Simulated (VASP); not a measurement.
# NaCu2Au2 in VASP: relaxation of the atoms with LDA

Aim: the relaxation of the atoms of NaCu2Au2 with LDA.

Everything below comes from runs of VASP 6.6.1. Logs are shortened: lines on timing, memory, paths and dates and some standing lists are left out, and cuts for length are marked.

### Step 1. The cell of the first run

The cell holds a slab with vacuum, 5 atoms: a = 4.571 Å, b = 4.571 Å, c = 22.679 Å, α = 90.00°, β = 90.00°, γ = 36.81°.

### Step 2. Relaxation of the atoms, LDA

File INCAR:

```
PREC = Accurate ; ENCUT = 520
EDIFF = 1E-7 ; ISMEAR = -1
SIGMA = 0.15 ; LREAL = False
LASPH = True ; NELM = 120
ALGO = Normal ; ISIF = 2
LWAVE = False ; LCHARG = False
LDIPOL = True ; IDIPOL = 3
DIPOL = 0.5 0.5 0.484 ; IBRION = 2
NSW = 45 ; EDIFFG = -0.05
GGA_COMPAT = False ; NELMIN = 4
NELMDL = -8
```

File KPOINTS:

```
regular mesh
0
Gamma
  6 6 1
```

File POSCAR:

```
NaCu2Au2
1.0
    4.5707266756      0.0000000000      0.0000000000
    3.6595310599      2.7384989246      0.0000000000
    0.0000000000      0.0000000000     22.6793414091
Cu Au Na
2 2 1
Selective dynamics
Direct
    0.7223217553      0.7223217785      0.4200495493  F F F
    0.1669652658      0.1669653356      0.5282049947  F F F
    0.0000000000      0.0000000000      0.3659718265  F F F
    0.4446435105      0.4446435571      0.4741272720  F F F
    0.5002985991      0.5002986689      0.6340281735  T T T
```

Potentials or basis: VASP PAW LDA potentials, release 64 (Cu, Au, Na_pv).

Started as:

```sh
$ cat potpaw_LDA.64/Cu/POTCAR potpaw_LDA.64/Au/POTCAR potpaw_LDA.64/Na_pv/POTCAR > POTCAR
$ mpirun -np 1 vasp_std > vasp.out
```

OUTCAR:

```text
PREC = Accurate
   ENCUT = 520
   EDIFF = 1E-7
   ISMEAR = -1
   LREAL = False
   LASPH = True
   NELM = 120
   ISIF = 2
   IBRION = 2
   NSW = 45
   EDIFFG = -0.05
   NELMIN = 4
   NELMDL = -8

 ion  position               nearest neighbor table
   1  0.722  0.722  0.420-   4 2.70   3 2.70   4 2.70   4 2.70   3 2.70   3 2.70
   2  0.167  0.167  0.528-   4 2.70   4 2.70   4 2.70
   3  0.000  0.000  0.366-   1 2.70   1 2.70   1 2.70   4 2.89   4 2.89
   4  0.445  0.445  0.474-   1 2.70   2 2.70   1 2.70   2 2.70   2 2.70   1 2.70   3 2.89   3 2.89

   5  0.500  0.500  0.634-

  LATTYP: Found a base centered orthorhombic cell.
 ALAT       =     2.8861139635
 B/A-ratio  =     3.0053902290
 C/A-ratio  =     7.8580893534

  Lattice vectors:

 A1 = (  -3.6595310599,  -2.7384989246,   0.0000000000)
 A2 = (   4.5707266756,   0.0000000000,   0.0000000000)
 A3 = (   0.0000000000,   0.0000000000,  22.6793414091)

Analysis of symmetry for initial positions (statically):
=====================================================================
 Subroutine PRICEL returns:
 Original cell was already a primitive cell.

 Routine SETGRP: Setting up the symmetry group for a
 base centered orthorhombic supercell.

 Subroutine GETGRP returns: Found  2 space group operations
 (whereof  2 operations were pure point group operations)
 out of a pool of  8 trial point group operations.

The static configuration has the point symmetry C_1h.

Analysis of symmetry for dynamics (positions and initial velocities):
=====================================================================
 Subroutine PRICEL returns:
 Original cell was already a primitive cell.

 Routine SETGRP: Setting up the symmetry group for a
 base centered orthorhombic supercell.

 Subroutine GETGRP returns: Found  2 space group operations
 (whereof  2 operations were pure point group operations)
 out of a pool of  8 trial point group operations.

The dynamic configuration has the point symmetry C_1h.

Analysis of constrained symmetry for selective dynamics:
=====================================================================
 Subroutine PRICEL returns:
 Original cell was already a primitive cell.

 Routine SETGRP: Setting up the symmetry group for a
 base centered orthorhombic supercell.

 Subroutine GETGRP returns: Found  2 space group operations
 (whereof  2 operations were pure point group operations)
 out of a pool of  8 trial point group operations.

The constrained configuration has the point symmetry C_1h.

 Subroutine INISYM returns: Found  2 space group operations
 (whereof  2 operations are pure point group operations),
 and found     1 'primitive' translations

----------------------------------------------------------------------------------------

                                     Primitive cell

  volume of cell :     283.8757

  direct lattice vectors                    reciprocal lattice vectors
     4.570726676  0.000000000  0.000000000     0.218783592 -0.292366502  0.000000000
     3.659531060  2.738498925  0.000000000     0.000000000  0.365163554  0.000000000
     0.000000000  0.000000000 22.679341409     0.000000000  0.000000000  0.044092991

  length of vectors
     4.570726676  4.570726850 22.679341409     0.365163568  0.365163554  0.044092991

  position of ions in fractional coordinates (direct lattice)
     0.722321755  0.722321779  0.420049549
     0.166965266  0.166965336  0.528204995
     0.000000000  0.000000000  0.365971827
     0.444643511  0.444643557  0.474127272
     0.500298599  0.500298669  0.634028173

  ion indices of the primitive-cell ions
   primitive index   ion index
                 1           1
                 2           2
                 3           3
                 4           4
                 5           5

----------------------------------------------------------------------------------------

 KPOINTS: regular mesh

Automatic generation of k-mesh.
 Grid dimensions read from file:
 generate k-points for:    6    6    1

 Generating k-lattice:

  Cartesian coordinates                     Fractional coordinates (reciprocal lattice)
     0.036463932 -0.048727750  0.000000000     0.166666667  0.000000000  0.000000000
     0.000000000  0.060860592  0.000000000     0.000000000  0.166666667  0.000000000
     0.000000000  0.000000000  0.044092991     0.000000000  0.000000000  1.000000000

  Length of vectors
     0.060860595  0.060860592  0.044092991

  Shift w.r.t. Gamma in fractional coordinates (k-lattice)
     0.000000000  0.000000000  0.000000000

 Subroutine IBZKPT returns following result:
 ===========================================

 Found     13 irreducible k-points:

 Following reciprocal coordinates:
            Coordinates               Weight
  0.000000  0.000000  0.000000      1.000000
  0.166667 -0.000000  0.000000      4.000000
  0.333333 -0.000000  0.000000      4.000000
  0.500000 -0.000000  0.000000      2.000000
  0.166667  0.166667  0.000000      2.000000
  0.333333  0.166667  0.000000      4.000000
  0.500000  0.166667  0.000000      4.000000
 -0.333333  0.166667  0.000000      4.000000
 -0.166667  0.166667  0.000000      2.000000
  0.333333  0.333333  0.000000      2.000000
  0.500000  0.333333  0.000000      4.000000
 -0.333333  0.333333  0.000000      2.000000
  0.500000  0.500000  0.000000      1.000000
   k-points           NKPTS =     13   k-points in BZ     NKDIM =     13   number of bands    NBANDS=     30
   number of dos      NEDOS =    301   number of ions     NIONS =      5
   total plane-waves  NPLWV = 233280
   dimension x,y,z NGX =    36 NGY =   36 NGZ =  180
   dimension x,y,z NGXF=    72 NGYF=   72 NGZF=  360
   ions per type =               2   2   1
   NGX,Y,Z   is equivalent  to a cutoff of  13.09, 13.09, 13.19 a.u.
   NGXF,Y,Z  is equivalent  to a cutoff of  26.19, 26.19, 26.39 a.u.
 SYSTEM =  unknown system
   PREC   = accura    normal or accurate (medium, high low for compatibility)
   ISTART =      0    job   : 0-new  1-cont  2-samecut
   ICHARG =      2    charge: 1-file 2-atom 10-const
   ISPIN  =      1    spin polarized calculation?
   LNONCOLLINEAR =      F non collinear calculations
   LSORBIT =      F    spin-orbit coupling
   LASPH  =      T    aspherical Exc in radial PAW
   ENCUT  =  520.0 eV  38.22 Ry    6.18 a.u.   8.50  8.50 42.17*2*pi/ulx,y,z
   NELM   =    120;   NELMIN=  4; NELMDL= -8     # of ELM steps
   EDIFF  = 0.1E-06   stopping-criterion for ELM
   LREAL  =      F    real-space projection
   EDIFFG = -.5E-01   stopping-criterion for IOM
   NSW    =     45    number of steps for IOM
   IBRION =      2    ionic relax: 0-MD 1-quasi-New 2-CG
   NFREE  =      1    steps in history (QN), initial steepest desc. (CG)
   ISIF   =      2    stress and relaxation
   ISYM   =      2    0-nonsym 1-usesym 2-fastsym
   POTIM  = 0.5000    time-step for ionic-motion
   TEBEG  =    0.0;   TEEND  =   0.0 temperature during run
   PSTRESS=    0.0 pullay stress
   NELECT =      51.0000    total number of electrons
   NUPDOWN=      -1.0000    fix difference up-down
   EMIN   =  10.00;   EMAX   =-10.00  energy-range for DOS
   EFERMI =   0.00;   METHOD = LEGACY
   ISMEAR =    -1;   SIGMA  =   0.15  broadening in eV -4-tet -1-fermi 0-gaus
   EFERMI_NEDOS =   21; number of points for ismear=-14 and -15
   IALGO  =     38    algorithm
   IMIX   =      4    mixing-type and parameters
     AMIX     =   0.40;   BMIX     =  1.00
     AMIX_MAG =   1.60;   BMIX_MAG =  1.00
  volume/ion in A,a.u.               =      56.78       383.14
  Fermi-wavevector in a.u.,A,eV,Ry     =   0.923752  1.745638 11.610097  0.853318
  Thomas-Fermi vector in A             =   2.049423
   LORBIT       =      0    0 simple, 1 ext, 2 COOP (PROOUT), +10 PAW based schemes
   GGA     = CA    functional components
   LHFCALC =     F    Hartree Fock is set to
   AEXX    =    0.0000 exact exchange contribution
   IVDW    =     0    specifies the selected vdW correction
   LEPSILON=     F    determine dielectric tensor
   LRPA    =     F    only Hartree local field effects (RPA)
 conjugate gradient relaxation of ions
 non-spin polarized calculation
  energy-cutoff  :      520.00
  volume of cell :      283.88
 maximum number of plane-waves:      7733
 NGX is ok and might be reduce to    36
   NGX = 17   NGY = 17   NGZ = 85

--------------------------------------- Ionic step        1  -------------------------------------------

 number of electron      50.9999990 magnetization

 Free energy of the ion-electron system (eV)
  ---------------------------------------------------
  ext. energy  EPLUGINS =         0.00000000
  ---------------------------------------------------
  free energy    TOTEN  =       -17.14834532 eV

  energy without entropy =      -17.00820061  energy(sigma->0) =      -17.07827297

------------------------ aborting loop because EDIFF is reached ----------------------------------------

  FORCE on cell =-STRESS in cart. coord.  units (eV):
  Direction    XX          YY          ZZ          XY          YZ          ZX
  --------------------------------------------------------------------------------------
  -------------------------------------------------------------------------------------
  Total       -7.5228045     -7.1819294     -5.2755748     -0.1275423     -0.1406819     -0.4228039
  in kB      -42.4582503    -40.5343718    -29.7750229     -0.7198412     -0.7939999     -2.3862794
  external PRESSURE =     -37.5892150 kB  Pullay stress =       0.0000000 kB
[... 98 lines left out ...]
  FREE ENERGIE OF THE ION-ELECTRON SYSTEM (eV)
  ---------------------------------------------------
  free  energy   TOTEN  =       -17.2125310884 eV

  energy  without entropy=      -17.0741913234  energy(sigma->0) =      -17.14336121

[... ionic steps 4 to 9 ...]

--------------------------------------- Ionic step       10  -------------------------------------------

 number of electron      50.9999985 magnetization

------------------------ aborting loop because EDIFF is reached ----------------------------------------

  FORCE on cell =-STRESS in cart. coord.  units (eV):
  Direction    XX          YY          ZZ          XY          YZ          ZX
  --------------------------------------------------------------------------------------
  -------------------------------------------------------------------------------------
  Total       -6.3674147     -6.9010329     -2.9589738      0.1996579     -0.0748618     -0.2249890
  in kB      -35.9373007    -38.9490091    -16.7002680      1.1268572     -0.4225155     -1.2698241
  external PRESSURE =     -30.5288593 kB  Pullay stress =       0.0000000 kB
[... 63 lines left out ...]
  energy  without entropy=      -17.4040728588  energy(sigma->0) =      -17.47050724

--------------------------------------- Ionic step       12  -------------------------------------------

 number of electron      50.9999989 magnetization

 dipolmoment           0.000000      0.000000     -0.177553 electrons x Angstroem

 Free energy of the ion-electron system (eV)
  ---------------------------------------------------
  ext. energy  EPLUGINS =         0.00000000
  ---------------------------------------------------
  free energy    TOTEN  =       -17.54094423 eV

  energy without entropy =      -17.40816456  energy(sigma->0) =      -17.47455439

 E-fermi :  -1.0990     XC(G=0):  -4.3076

 val. band max:       -1.3495793230   @ k =  -0.3333   0.1667   0.0000
 cond. band min:      -1.0543790220   @ k =   0.3333   0.1667   0.0000
 fundamental gap:      0.2952003010
 Fermi energy:        -1.0989843450

 k-point     1 :       0.0000    0.0000    0.0000
  band No.  band energies     occupation
      1     -25.8692      2.00000
      2     -25.8298      2.00000
      3     -25.8121      2.00000
      4      -9.1233      2.00000
      5      -7.1292      2.00000
      6      -6.7416      2.00000
[... 418 lines left out ...]
     29      -0.1239      0.00300
     30       0.9213      0.00000

------------------------ aborting loop because EDIFF is reached ----------------------------------------

 vacuum level on the upper side and lower side of the slab       (xc-potential included)        -1.391         1.141

  FORCE on cell =-STRESS in cart. coord.  units (eV):
  Direction    XX          YY          ZZ          XY          YZ          ZX
  --------------------------------------------------------------------------------------
  -------------------------------------------------------------------------------------
  Total       -6.4714064     -6.8861541     -3.1424380      0.1551814     -0.1107767     -0.3329271
  in kB      -36.5242232    -38.8650345    -17.7357288      0.8758344     -0.6252169     -1.8790203
  external PRESSURE =     -31.0416622 kB  Pullay stress =       0.0000000 kB

 VOLUME and BASIS-vectors are now :
 -----------------------------------------------------------------------------
  energy-cutoff  :      520.00
  volume of cell :      283.88
      direct lattice vectors                 reciprocal lattice vectors
     4.570726676  0.000000000  0.000000000     0.218783592 -0.292366502  0.000000000
     3.659531060  2.738498925  0.000000000     0.000000000  0.365163554  0.000000000
     0.000000000  0.000000000 22.679341409     0.000000000  0.000000000  0.044092991
[... 11 lines left out ...]
  FREE ENERGIE OF THE ION-ELECTRON SYSTEM (eV)
  ---------------------------------------------------
  free  energy   TOTEN  =       -17.5409442254 eV

  energy  without entropy=      -17.4081645608  energy(sigma->0) =      -17.47455439

 reached required accuracy - stopping structural energy minimisation

 vacuum level on the upper side and lower side of the slab         1.595         4.186
```

Wall time 30 min (1 thread of Intel Xeon Platinum 8259CL at 2.50GHz (Skylake/Cascade Lake), shared host); peak memory 0.48 GiB.

Results:

```
Free energy               : -17.5409 eV
Energy gained by relaxing : 78.5 meV/atom
Ionic steps               : 12
Band gap on the k mesh    : zero (an odd number of electrons rules out a gap without spin polarisation)
```

Step by step:
```
step  energy change (eV)  largest force on free atoms (eV/Å)  pressure (GPa)
   1              0.0000                              0.5818           -3.76
   2             -0.0163                              0.5783           -3.74
   3             -0.0642                              0.5599           -3.70
   4             -0.1527                              0.4957           -3.59
   5             -0.2624                              0.3842           -3.19
   6             -0.2640                              0.4838           -3.03
   7             -0.2656                              0.4285           -3.10
   8             -0.3118                              0.4011           -3.05
   9             -0.3584                              0.4530           -2.81
  10             -0.3882                              0.1269           -3.05
  11             -0.3886                              0.1344           -3.04
  12             -0.3926                              0.0234           -3.10
```

Final structure:
```yaml
crystal:
  lattice:
    - [4.57073, 0.00000, 0.00000]
    - [3.65953, 2.73850, 0.00000]
    - [0.00000, 0.00000, 22.67934]
  atoms:
    - { symbol: Cu, position: [0.72232, 0.72232, 0.42005] }
    - { symbol: Cu, position: [0.16697, 0.16697, 0.52821] }
    - { symbol: Au, position: [0.00000, 0.00000, 0.36597] }
    - { symbol: Au, position: [0.44464, 0.44464, 0.47413] }
    - { symbol: Na, position: [0.43546, 0.43546, 0.59813] }
```

Levels at points of the mesh, in eV from the Fermi level:
```
           k point  band 23  band 24  band 25  band 26  band 27  band 28  band 29  band 30
(0.00, 0.00, 0.00)    -1.83    -1.71    -1.49    -1.10     0.60     1.56     2.41     3.26
(0.50, 0.00, 0.00)    -1.46    -0.30     0.27     1.24     2.13     2.55     3.45     4.14
(0.50, 0.50, 0.00)    -1.83    -1.75    -1.40    -1.28    -0.68     0.36     0.98     2.02
```

Caveat: the k points lie up to 0.38 Å⁻¹ apart, too coarse for converged energies and pressures of a metal; spin-orbit coupling is left out, which moves the levels of the heavy elements.

The gap in the log of VASP goes by the Fermi energy; the results here count the filled bands.